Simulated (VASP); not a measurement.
Runs of VASP 6.6.1 on TiC. The structure is that of space group Fm-3m (No. 225), or close to it. The cells are those of the table. 

```tsv
level	potentials or basis	cell	gap on the mesh (eV)	pressure (GPa)
r2SCAN	VASP PAW PBE potentials, release 64 (Ti_sv, C)	a = 2.998 Å, angles 60.0°, 2 atoms	none	(b)
r2SCAN	VASP PAW PBE potentials, release 64 (Ti_sv, C)	a = 3.081 Å, angles 60.0°, 2 atoms	none	-4.2
r2SCAN	VASP PAW PBE potentials, release 64 (Ti_sv, C)	a = 3.061 Å, angles 60.0°, 2 atoms	none	0.8
r2SCAN	VASP PAW PBE potentials, release 64 (Ti_sv, C)	a = 3.101 Å, angles 60.0°, 2 atoms	none	-8.8
LDA	VASP PAW LDA potentials, release 64 (Ti_sv, C)	a = 3.013 Å, angles 60.0°, 2 atoms	none	0.7
r2SCAN	VASP PAW PBE potentials, release 64 (Ti_sv, C)	a = 3.019 Å, angles 60.0°, 2 atoms	none	(a)
r2SCAN	VASP PAW PBE potentials, release 64 (Ti_sv, C)	a = 3.040 Å, angles 60.0°, 2 atoms	none	6.4
```

Alike in all rows: task single point; no spin polarisation; k mesh 13 × 13 × 13; cutoff (eV) 520; smearing fermi-dirac 0.1 eV.

Estimate the missing entries.

(a) 12.5; (b) 19.3.

Caveats: the PAW data sets were made with another functional, which shifts forces and pressure a little (some runs).

A gap of «none» marks levels without a gap at the run's occupations.
